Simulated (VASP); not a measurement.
# Hg (Pm-3m) in VASP: a series of runs, part 3 of 3

VASP 6.6.1.

## Step 5: Single point, PBE

This run uses another cell than the first one, of 30.08 Å³/atom, 1.064 times its volume.

The input, INCAR:

```
  PREC = Accurate
  ENCUT = 520
  EDIFF = 1E-6
  ISMEAR = -1
  SIGMA = 0.06122561905347299
  LREAL = False
  LASPH = True
  NELM = 60
  ALGO = Normal
  ISIF = 2
  LWAVE = False
  LCHARG = False
  GGA = PE
  NBANDS = 12
```

The input, KPOINTS:

```
regular mesh
0
Gamma
  18 18 18
```

The input, POSCAR:

```
Hg
1.0
    3.1099150105      0.0000000000      0.0000000000
    0.0000000000      3.1099150105      0.0000000000
    0.0000000000      0.0000000000      3.1099150105
Hg
1
Direct
    0.0000000000      0.0000000000      0.0000000000
```

Potentials or basis: VASP PAW PBE potentials, release 64 (Hg).

Started as:

```console
cat potpaw_PBE.64/Hg/POTCAR > POTCAR
mpirun -np 1 vasp_std > vasp.out
```

OUTCAR:

```text
PREC = Accurate
   ENCUT = 520
   EDIFF = 1E-6
   ISMEAR = -1
   LREAL = False
   LASPH = True
   NELM = 60
   ISIF = 2
   GGA = PE

 ion  position               nearest neighbor table
   1  0.000  0.000  0.000-

  LATTYP: Found a simple cubic cell.
 ALAT       =     3.1099150105

  Lattice vectors:

 A1 = (   3.1099150105,   0.0000000000,   0.0000000000)
 A2 = (   0.0000000000,   3.1099150105,   0.0000000000)
 A3 = (   0.0000000000,   0.0000000000,   3.1099150105)

Analysis of symmetry for initial positions (statically):
=====================================================================
 Subroutine PRICEL returns:
 Original cell was already a primitive cell.

 Routine SETGRP: Setting up the symmetry group for a
 simple cubic supercell.

 Subroutine GETGRP returns: Found 48 space group operations
 (whereof 48 operations were pure point group operations)
 out of a pool of 48 trial point group operations.

The static configuration has the point symmetry O_h .

Analysis of symmetry for dynamics (positions and initial velocities):
=====================================================================
 Subroutine PRICEL returns:
 Original cell was already a primitive cell.

 Routine SETGRP: Setting up the symmetry group for a
 simple cubic supercell.

 Subroutine GETGRP returns: Found 48 space group operations
 (whereof 48 operations were pure point group operations)
 out of a pool of 48 trial point group operations.

The dynamic configuration has the point symmetry O_h .

 Subroutine INISYM returns: Found 48 space group operations
 (whereof 48 operations are pure point group operations),
 and found     1 'primitive' translations

----------------------------------------------------------------------------------------

                                     Primitive cell

  volume of cell :      30.0778

  direct lattice vectors                    reciprocal lattice vectors
     3.109915010  0.000000000  0.000000000     0.321552196  0.000000000  0.000000000
     0.000000000  3.109915010  0.000000000     0.000000000  0.321552196  0.000000000
     0.000000000  0.000000000  3.109915010     0.000000000  0.000000000  0.321552196

  length of vectors
     3.109915010  3.109915010  3.109915010     0.321552196  0.321552196  0.321552196

  position of ions in fractional coordinates (direct lattice)
     0.000000000  0.000000000  0.000000000

  ion indices of the primitive-cell ions
   primitive index   ion index
                 1           1

----------------------------------------------------------------------------------------

 KPOINTS: regular mesh

Automatic generation of k-mesh.
 Grid dimensions read from file:
 generate k-points for:   18   18   18

 Generating k-lattice:

  Cartesian coordinates                     Fractional coordinates (reciprocal lattice)
     0.017864011  0.000000000  0.000000000     0.055555556  0.000000000  0.000000000
     0.000000000  0.017864011  0.000000000     0.000000000  0.055555556  0.000000000
     0.000000000  0.000000000  0.017864011     0.000000000  0.000000000  0.055555556

  Length of vectors
     0.017864011  0.017864011  0.017864011

  Shift w.r.t. Gamma in fractional coordinates (k-lattice)
     0.000000000  0.000000000  0.000000000

 Subroutine IBZKPT returns following result:
 ===========================================

 Found    220 irreducible k-points:

 Following reciprocal coordinates:
            Coordinates               Weight
  0.000000  0.000000  0.000000      1.000000
  0.055556  0.000000  0.000000      6.000000
  0.111111  0.000000  0.000000      6.000000
  0.166667  0.000000  0.000000      6.000000
  0.222222  0.000000  0.000000      6.000000
  0.277778  0.000000  0.000000      6.000000
[... 16 lines left out ...]
  0.277778  0.111111  0.000000     24.000000
  0.333333  0.111111  0.000000     24.000000
 [... further k-points ...]
   k-points           NKPTS =    220   k-points in BZ     NKDIM =    220   number of bands    NBANDS=     12
   number of dos      NEDOS =    301   number of ions     NIONS =      1
   total plane-waves  NPLWV =  13824
   dimension x,y,z NGX =    24 NGY =   24 NGZ =   24
   dimension x,y,z NGXF=    48 NGYF=   48 NGZF=   48
   ions per type =               1
   NGX,Y,Z   is equivalent  to a cutoff of  12.83, 12.83, 12.83 a.u.
   NGXF,Y,Z  is equivalent  to a cutoff of  25.66, 25.66, 25.66 a.u.
 SYSTEM =  unknown system
   PREC   = accura    normal or accurate (medium, high low for compatibility)
   ISTART =      0    job   : 0-new  1-cont  2-samecut
   ICHARG =      2    charge: 1-file 2-atom 10-const
   ISPIN  =      1    spin polarized calculation?
   LNONCOLLINEAR =      F non collinear calculations
   LSORBIT =      F    spin-orbit coupling
   LASPH  =      T    aspherical Exc in radial PAW
   ENCUT  =  520.0 eV  38.22 Ry    6.18 a.u.   5.78  5.78  5.78*2*pi/ulx,y,z
   NELM   =     60;   NELMIN=  2; NELMDL= -5     # of ELM steps
   EDIFF  = 0.1E-05   stopping-criterion for ELM
   LREAL  =      F    real-space projection
[... 7 lines left out ...]
   TEBEG  =    0.0;   TEEND  =   0.0 temperature during run
   PSTRESS=    0.0 pullay stress
   NELECT =      12.0000    total number of electrons
   NUPDOWN=      -1.0000    fix difference up-down
   EMIN   =  10.00;   EMAX   =-10.00  energy-range for DOS
   EFERMI =   0.00;   METHOD = LEGACY
   ISMEAR =    -1;   SIGMA  =   0.06  broadening in eV -4-tet -1-fermi 0-gaus
   EFERMI_NEDOS =   21; number of points for ismear=-14 and -15
   IALGO  =     38    algorithm
   IMIX   =      4    mixing-type and parameters
     AMIX     =   0.40;   BMIX     =  1.00
     AMIX_MAG =   1.60;   BMIX_MAG =  1.00
  volume/ion in A,a.u.               =      30.08       202.97
  Fermi-wavevector in a.u.,A,eV,Ry     =   1.205184  2.277468 19.762037  1.452469
  Thomas-Fermi vector in A             =   2.340888
   LORBIT       =      0    0 simple, 1 ext, 2 COOP (PROOUT), +10 PAW based schemes
   GGA     = PE    functional components
   LHFCALC =     F    Hartree Fock is set to
   AEXX    =    0.0000 exact exchange contribution
   IVDW    =     0    specifies the selected vdW correction
   LEPSILON=     F    determine dielectric tensor
   LRPA    =     F    only Hartree local field effects (RPA)
 non-spin polarized calculation
  energy-cutoff  :      520.00
  volume of cell :       30.08
 maximum number of plane-waves:       840
 NGX is ok and might be reduce to    24
   NGX = 11   NGY = 11   NGZ = 11

 number of electron      11.9999995 magnetization

 Free energy of the ion-electron system (eV)
  ---------------------------------------------------
  ext. energy  EPLUGINS =         0.00000000
  ---------------------------------------------------
  free energy    TOTEN  =        -0.16730232 eV

  energy without entropy =       -0.16350152  energy(sigma->0) =       -0.16540192

 E-fermi :   1.1843     XC(G=0):  -9.4684

 val. band max:        1.1769341270   @ k =   0.4444   0.1667   0.0556
 cond. band min:       1.1955590646   @ k =   0.5000   0.4444   0.1667
 fundamental gap:      0.0186249376
 Fermi energy:         1.1842626685

 k-point     1 :       0.0000    0.0000    0.0000
  band No.  band energies     occupation
      1      -6.4140      2.00000
      2      -6.3365      2.00000
      3      -6.3365      2.00000
      4      -4.6503      2.00000
      5      -4.6503      2.00000
      6      -4.6503      2.00000
      7      10.6866      0.00000
      8      10.6866      0.00000
      9      10.6866      0.00000
     10      13.7809      0.00000
     11      15.5895      0.00000
     12      15.5895      0.00000

 k-point     2 :       0.0556    0.0000    0.0000
  band No.  band energies     occupation
      1      -6.3726      2.00000
      2      -6.3323      2.00000
      3      -6.2954      2.00000
      4      -4.6671      2.00000
      5      -4.6671      2.00000
      6      -4.6489      2.00000
      7      10.0223      0.00000
      8      10.7586      0.00000
      9      10.7586      0.00000
     10      14.0921      0.00000
     11      15.5814      0.00000
     12      16.0323      0.00000
[... 316 lines left out ...]
 k-point    24 :       0.3333    0.1111    0.0000
  band No.  band energies     occupation
      1      -6.1766      2.00000
      2      -5.9065      2.00000
      3      -5.1808      2.00000
      4      -5.0393      2.00000
      5      -4.6762      2.00000
      6      -3.7558      2.00000
      7       3.2040      0.00000
      8      10.6870      0.00000
      9      13.1829      0.00000
     10      15.3933      0.00000
     11      15.9153      0.00000
     12      19.4157      0.00000

 [... further k-points ...]

------------------------ aborting loop because EDIFF is reached ----------------------------------------

  FORCE on cell =-STRESS in cart. coord.  units (eV):
  Direction    XX          YY          ZZ          XY          YZ          ZX
  --------------------------------------------------------------------------------------
  -------------------------------------------------------------------------------------
  Total       -0.0016825     -0.0016825     -0.0016825      0.0000000      0.0000000      0.0000000
  in kB       -0.0896235     -0.0896235     -0.0896235      0.0000000      0.0000000      0.0000000
  external PRESSURE =      -0.0896235 kB  Pullay stress =       0.0000000 kB

 VOLUME and BASIS-vectors are now :
 -----------------------------------------------------------------------------
  energy-cutoff  :      520.00
  volume of cell :       30.08
      direct lattice vectors                 reciprocal lattice vectors
     3.109915010  0.000000000  0.000000000     0.321552196  0.000000000  0.000000000
     0.000000000  3.109915010  0.000000000     0.000000000  0.321552196  0.000000000
     0.000000000  0.000000000  3.109915010     0.000000000  0.000000000  0.321552196

 POSITION                                       TOTAL-FORCE (eV/Angst)
 -----------------------------------------------------------------------------------
      0.00000      0.00000      0.00000         0.000000      0.000000      0.000000
 -----------------------------------------------------------------------------------
    total drift:                                0.000000     -0.000000     -0.000000

  FREE ENERGIE OF THE ION-ELECTRON SYSTEM (eV)
  ---------------------------------------------------
  free  energy   TOTEN  =        -0.1673023241 eV

  energy  without entropy=       -0.1635015181  energy(sigma->0) =       -0.16540192
```

It took 23 s on 1 thread of AMD EPYC 9R45 (Zen 5), shared host; peak memory 0.17 GiB.

What came out:

```yaml
Free_energy: -0.1673 eV
Pressure: 0.0 GPa
Band_gap_on_the_k_mesh: zero (band 6 reaches 4.80 eV, above the bottom of band 7 at -0.05 eV)
```

Caveat: spin-orbit coupling is left out, which moves the levels of the heavy elements.

## Step 6: Single point, PBE

This run uses another cell than the first one, of 30.68 Å³/atom, 1.085 times its volume.

The input, INCAR:

```
PREC = Accurate
ENCUT = 520
EDIFF = 1E-6
ISMEAR = -1
SIGMA = 0.06122561905347299
LREAL = F
LASPH = T
NELM = 80
ALGO = Normal
ISIF = 2
LWAVE = F
LCHARG = F
GGA = PE
NBANDS = 12
```

The input, KPOINTS:

```
Automatic mesh
0
Gamma
  18 18 18
```

The input, POSCAR:

```
Hg
1.0
    3.1305110744      0.0000000000      0.0000000000
    0.0000000000      3.1305110744      0.0000000000
    0.0000000000      0.0000000000      3.1305110744
Hg
1
Direct
    0.0000000000      0.0000000000      0.0000000000
```

Potentials or basis: VASP PAW PBE potentials, release 64 (Hg).

Started as:

```console
cat potpaw_PBE.64/Hg/POTCAR > POTCAR
mpirun -np 1 vasp_std > vasp.out
```

OUTCAR:

```text
PREC = Accurate
   ENCUT = 520
   EDIFF = 1E-6
   ISMEAR = -1
   LREAL = F
   LASPH = T
   NELM = 80
   ISIF = 2
   GGA = PE

 ion  position               nearest neighbor table
   1  0.000  0.000  0.000-

  LATTYP: Found a simple cubic cell.
 ALAT       =     3.1305110744

  Lattice vectors:

 A1 = (   3.1305110744,   0.0000000000,   0.0000000000)
 A2 = (   0.0000000000,   3.1305110744,   0.0000000000)
 A3 = (   0.0000000000,   0.0000000000,   3.1305110744)

[... 536 lines left out ...]
     11      15.6443      0.00000
     12      19.0904      0.00000

 [... further k-points ...]

------------------------ aborting loop because EDIFF is reached ----------------------------------------

  FORCE on cell =-STRESS in cart. coord.  units (eV):
  Direction    XX          YY          ZZ          XY          YZ          ZX
  --------------------------------------------------------------------------------------
  -------------------------------------------------------------------------------------
  Total       -0.0468842     -0.0468842     -0.0468842      0.0000000      0.0000000      0.0000000
  in kB       -2.4484513     -2.4484513     -2.4484513      0.0000000      0.0000000      0.0000000
  external PRESSURE =      -2.4484513 kB  Pullay stress =       0.0000000 kB

 VOLUME and BASIS-vectors are now :
 -----------------------------------------------------------------------------
  energy-cutoff  :      520.00
  volume of cell :       30.68
      direct lattice vectors                 reciprocal lattice vectors
     3.130511074  0.000000000  0.000000000     0.319436659  0.000000000  0.000000000
     0.000000000  3.130511074  0.000000000     0.000000000  0.319436659  0.000000000
     0.000000000  0.000000000  3.130511074     0.000000000  0.000000000  0.319436659

 POSITION                                       TOTAL-FORCE (eV/Angst)
 -----------------------------------------------------------------------------------
      0.00000      0.00000      0.00000         0.000000      0.000000      0.000000
 -----------------------------------------------------------------------------------
    total drift:                                0.000000      0.000000     -0.000000

  FREE ENERGIE OF THE ION-ELECTRON SYSTEM (eV)
  ---------------------------------------------------
  free  energy   TOTEN  =        -0.1671016363 eV

  energy  without entropy=       -0.1632128095  energy(sigma->0) =       -0.16515722
```

OSZICAR:

```text
N       E                     dE             d eps       ncg     rms          rms(c)
DAV:   1     0.720544761363E+02    0.72054E+02   -0.63284E+03  5536   0.922E+02
DAV:   2     0.114752566909E+01   -0.70907E+02   -0.66725E+02  5768   0.219E+02
DAV:   3    -0.189278341636E+00   -0.13368E+01   -0.13361E+01  6196   0.337E+01
DAV:   4    -0.190838577316E+00   -0.15602E-02   -0.15602E-02  5792   0.123E+00
DAV:   5    -0.190841691380E+00   -0.31141E-05   -0.31141E-05  6304   0.508E-02    0.217E+00
DAV:   6    -0.168360231511E+00    0.22481E-01   -0.58855E-02  6136   0.263E+00    0.175E+00
DAV:   7    -0.166984817190E+00    0.13754E-02   -0.71438E-03  6124   0.770E-01    0.869E-01
DAV:   8    -0.167067768641E+00   -0.82951E-04   -0.76285E-04  5588   0.323E-01    0.276E-02
DAV:   9    -0.167094666050E+00   -0.26897E-04   -0.16303E-05  5880   0.345E-02    0.816E-03
DAV:  10    -0.167101663700E+00   -0.69976E-05   -0.80665E-06  5424   0.264E-02    0.127E-03
DAV:  11    -0.167101636265E+00    0.27434E-07   -0.16965E-07  4340   0.281E-03
   1 F= -.16710164E+00 E0= -.16515722E+00  d E =-.388883E-02
```

Run time: 22 s. Hardware: 1 thread of AMD EPYC 9R45 (Zen 5), shared host; peak memory 0.16 GiB.

Results:

* Free energy: -0.1671 eV
* Pressure: -0.2 GPa
* Band gap on the k mesh: zero (band 6 reaches 4.50 eV, above the bottom of band 7 at -0.09 eV)

Caveat: spin-orbit coupling is left out, which moves the levels of the heavy elements.

## Step 7: The runs side by side

```tsv
cell	gap on the mesh (eV)	pressure (GPa)
a = 3.046 Å, 1 atom	none	1.1
a = 3.068 Å, 1 atom	none	0.7
a = 3.089 Å, 1 atom	none	0.3
a = 3.110 Å, 1 atom	none	0.0
a = 3.131 Å, 1 atom	none	-0.2
```

Alike in all rows: task single point; level PBE; potentials or basis VASP PAW PBE potentials, release 64 (Hg); no spin polarisation; k mesh 18 × 18 × 18; cutoff (eV) 520; smearing fermi-dirac 0.0612256 eV.

Caveats: spin-orbit coupling is left out, which moves the levels of the heavy elements.

Total energies depend on the potentials used, so only differences within one code and one set of settings carry meaning.
